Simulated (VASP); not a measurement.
# AlCo2 (P6/mmm) in VASP: further runs, part 2 of 2

VASP 6.6.1. Earlier steps stand in the parts before.

## Step 4: Single point, PBE

This run uses another cell than the first one, of 11.63 Å³/atom, 0.997 times its volume.

INCAR

```
PREC = Accurate ; ENCUT = 520
EDIFF = 1E-6 ; ISMEAR = 0
SIGMA = 0.1 ; LREAL = F
LASPH = T ; NELM = 100
ALGO = Normal ; ISIF = 2
LWAVE = F ; LCHARG = T
GGA = PE ; LELF = T
LVHAR = T ; NBANDS = 18
```

KPOINTS

```
regular mesh
0
Gamma
  12 12 18
```

POSCAR

```
AlCo2
1.0
    3.9475736521      0.0000000000      0.0000000000
   -1.9737868260      3.4186990660      0.0000000000
    0.0000000000      0.0000000000      2.5861557133
Al Co
1 2
Direct
    0.0000000000      0.0000000000      0.0000000000
    0.3333333333      0.6666666667      0.5000000000
    0.6666666667      0.3333333333      0.5000000000
```

Potentials or basis: VASP PAW PBE potentials, release 64 (Al, Co).

Launch:

```bash
cat potpaw_PBE.64/Al/POTCAR potpaw_PBE.64/Co/POTCAR > POTCAR
mpirun -np 1 vasp_std > vasp.out
```

OUTCAR:

```text
PREC = Accurate
   ENCUT = 520
   EDIFF = 1E-6
   ISMEAR = 0
   LREAL = F
   LASPH = T
   NELM = 100
   ISIF = 2
   GGA = PE

 ion  position               nearest neighbor table
   1  0.000  0.000  0.000-   2 2.62   3 2.62   2 2.62   3 2.62   2 2.62   2 2.62   3 2.62   3 2.62
                             3 2.62   3 2.62   2 2.62   2 2.62
   2  0.333  0.667  0.500-   3 2.28   3 2.28   3 2.28   1 2.62   1 2.62   1 2.62   1 2.62   1 2.62
                             1 2.62
   3  0.667  0.333  0.500-   2 2.28   2 2.28   2 2.28   1 2.62   1 2.62   1 2.62   1 2.62   1 2.62
[... 705 lines left out ...]
  Direction    XX          YY          ZZ          XY          YZ          ZX
  --------------------------------------------------------------------------------------
  -------------------------------------------------------------------------------------
  Total       -0.0714599     -0.0714599     -0.0110897     -0.0000000      0.0000000     -0.0000000
  in kB       -3.2804025     -3.2804025     -0.5090778     -0.0000000      0.0000000     -0.0000000
  external PRESSURE =      -2.3566276 kB  Pullay stress =       0.0000000 kB

 VOLUME and BASIS-vectors are now :
 -----------------------------------------------------------------------------
  energy-cutoff  :      520.00
  volume of cell :       34.90
      direct lattice vectors                 reciprocal lattice vectors
     3.947573652  0.000000000  0.000000000     0.253320163  0.146254464  0.000000000
    -1.973786826  3.418699066  0.000000000     0.000000000  0.292508928  0.000000000
     0.000000000  0.000000000  2.586155713     0.000000000  0.000000000  0.386674319

 POSITION                                       TOTAL-FORCE (eV/Angst)
 -----------------------------------------------------------------------------------
      0.00000      0.00000      0.00000        -0.000000      0.000000      0.000000
     -0.00000      2.27913      1.29308         0.000000      0.000000      0.000000
      1.97379      1.13957      1.29308        -0.000000      0.000000     -0.000000
 -----------------------------------------------------------------------------------
    total drift:                               -0.000000      0.000000      0.000000

  FREE ENERGIE OF THE ION-ELECTRON SYSTEM (eV)
  ---------------------------------------------------
  free  energy   TOTEN  =       -18.2532994500 eV

  energy  without entropy=      -18.2304736044  energy(sigma->0) =      -18.24188653
```

OSZICAR:

```text
N       E                     dE             d eps       ncg     rms          rms(c)
DAV:   1     0.101462061664E+03    0.10146E+03   -0.88890E+03  6904   0.130E+03
DAV:   2    -0.170468292095E+02   -0.11851E+03   -0.11117E+03  6856   0.251E+02
DAV:   3    -0.209650196422E+02   -0.39182E+01   -0.38231E+01  7688   0.611E+01
DAV:   4    -0.210374849891E+02   -0.72465E-01   -0.72397E-01  8330   0.706E+00
DAV:   5    -0.210399584630E+02   -0.24735E-02   -0.24734E-02  7962   0.127E+00    0.156E+01
DAV:   6    -0.218804822531E+02   -0.84052E+00   -0.32898E+01  7438   0.998E+01    0.153E+01
DAV:   7    -0.183234679096E+02    0.35570E+01   -0.16076E+01  7906   0.584E+01    0.239E+00
DAV:   8    -0.182683738893E+02    0.55094E-01   -0.19743E-01  7936   0.464E+00    0.967E-01
DAV:   9    -0.182536164259E+02    0.14757E-01   -0.21748E-02  9866   0.205E+00    0.150E-01
DAV:  10    -0.182533478376E+02    0.26859E-03   -0.10344E-03  8550   0.452E-01    0.904E-02
DAV:  11    -0.182533020321E+02    0.45805E-04   -0.12742E-04  9426   0.185E-01    0.314E-02
DAV:  12    -0.182532993719E+02    0.26602E-05   -0.10621E-05  9718   0.483E-02    0.443E-03
DAV:  13    -0.182532994500E+02   -0.78024E-07   -0.31999E-07  3798   0.850E-03
   1 F= -.18253299E+02 E0= -.18241887E+02  d E =-.228258E-01
```

stdout:

```text
POSCAR found type information on POSCAR AlCo
 POSCAR found :  2 types and       3 ions
 scaLAPACK will be used
 LDA part: xc-table for (Slater+PW92), standard interpolation
 POSCAR, INCAR and KPOINTS ok, starting setup
 FFT: planning ... GRIDC
 FFT: planning ... GRID_SOFT
 FFT: planning ... GRID
 WAVECAR not read
 entering main loop
```

Run time: 3.3 min. Hardware: 1 thread of Intel Xeon 8259CL, shared host; peak memory 0.24 GiB.

What came out:

```
Free energy : -18.2533 eV
Pressure    : -0.2 GPa
```

Levels at points of the mesh, in eV from the Fermi level:
```
           k point  band 9  band 10  band 11  band 12  band 13  band 14
(0.00, 0.00, 0.00)   -1.03    -0.05    -0.05     3.63     3.63     4.09
(0.50, 0.00, 0.00)   -0.99    -0.48    -0.28     0.14     0.16     4.33
(0.00, 0.00, 0.50)   -1.40    -1.40     0.79     0.96     7.40     7.40
(0.50, 0.00, 0.50)   -0.21     0.35     1.09     1.16     2.65     2.79
```

Spin polarisation is off, so any magnetic state and its effect on volume and gap are missing.

## Step 5: Relaxation of cell and atoms, PBE

INCAR

```
PREC = Accurate ; ENCUT = 600
EDIFF = 1E-6 ; ISMEAR = 0
SIGMA = 0.1 ; LREAL = F
LASPH = T ; NELM = 100
ALGO = Fast ; ISIF = 3
LWAVE = F ; LCHARG = F
GGA = PE ; IBRION = 2
NSW = 100 ; EDIFFG = -0.01
```

KPOINTS is that of step 4.

POSCAR

```
AlCo2
1.0
    3.9467349574      0.0000000000      0.0000000000
   -1.9733674787      3.4179727351      0.0000000000
    0.0000000000      0.0000000000      2.5941113856
Al Co
1 2
Direct
    0.0000000000      0.0000000000      0.0000000000
    0.3333333333      0.6666666667      0.5000000000
    0.6666666667      0.3333333333      0.5000000000
```

Launch:

```bash
cat potpaw_PBE.64/Al/POTCAR potpaw_PBE.64/Co/POTCAR > POTCAR
mpirun -np 1 vasp_std > vasp.out
```

Run time: 8.8 min. Hardware: 1 thread of Intel Xeon 8259CL, shared host; peak memory 0.26 GiB.

Results (log left out):

| Item | Value |
| --- | --- |
| Free energy | -18.2531 eV |
| Relaxed volume | 11.61 Å³/atom |
| Relaxed cell | a = 3.944 Å, b = 3.944 Å, c = 2.586 Å, α = 90.00°, β = 90.00°, γ = 120.00° |
| Space group after relaxing (to 0.05 Å) | P6/mmm (No. 191) |
| Energy gained by relaxing | 0.2 meV/atom |
| Ionic steps | 6 |
| Pressure after relaxing | 0.0 GPa |

The path:
```tsv
step	energy change (eV)	largest force (eV/Å)	pressure (GPa)	volume (Å³)
1	0.0000	0.0000	-0.81	34.99
2	-0.0002	0.0000	0.77	34.69
3	-0.0005	0.0000	0.12	34.82
4	-0.0005	0.0000	0.08	34.83
5	-0.0005	0.0000	0.03	34.84
6	-0.0005	0.0000	-0.01	34.84
```

Final structure:
```
Al Co
1.0
     3.94413    0.00000    0.00000
    -1.97206    3.41571    0.00000
     0.00000    0.00000    2.58609
Al Co
1 2
Direct
  0.00000 0.00000 0.00000
  0.33333 0.66667 0.50000
  0.66667 0.33333 0.50000
```

Levels at points of the mesh, in eV from the Fermi level:
| k point | band 8 | band 9 | band 10 | band 11 | band 12 | band 13 | band 14 |
| --- | --- | --- | --- | --- | --- | --- | --- |
| (0.00, 0.00, 0.00) | -1.04 | -1.04 | -0.05 | -0.05 | 3.64 | 3.64 | 4.11 |
| (0.50, 0.00, 0.00) | -1.24 | -1.00 | -0.48 | -0.28 | 0.14 | 0.16 | 4.34 |
| (0.00, 0.00, 0.50) | -1.66 | -1.41 | -1.41 | 0.79 | 0.96 | 7.41 | 7.41 |
| (0.50, 0.00, 0.50) | -0.66 | -0.20 | 0.35 | 1.09 | 1.16 | 2.66 | 2.79 |

## Step 6: Overview

| task | cell | k mesh | cutoff (eV) | gap on the mesh (eV) | pressure (GPa) | relaxed volume (Å³/atom) |
| --- | --- | --- | --- | --- | --- | --- |
| single point | a = 3.947, b = 3.947, c = 2.594 Å, angles 90.0, 90.0, 120.0°, 3 atoms | 6 × 6 × 6 | 520 | none | -0.3 | - |
| relaxation of cell and atoms | relaxed from a = 3.947, b = 3.947, c = 2.573 Å, angles 90.0, 90.0, 120.0°, 3 atoms | 6 × 6 × 6 | 600 | none | 0.2 | 11.63 |
| single point | a = 3.948, b = 3.948, c = 2.586 Å, angles 90.0, 90.0, 120.0°, 3 atoms | 12 × 12 × 18 | 520 | none | -0.2 | - |
| relaxation of cell and atoms | relaxed from a = 3.947, b = 3.947, c = 2.594 Å, angles 90.0, 90.0, 120.0°, 3 atoms | 12 × 12 × 18 | 600 | none | 0.0 | 11.61 |

Alike in all rows: level PBE; potentials or basis VASP PAW PBE potentials, release 64 (Al, Co); no spin polarisation; smearing gaussian 0.1 eV.

Caveats: some runs use coarse meshes.

Absolute energies hang on the potentials; compare differences alone.
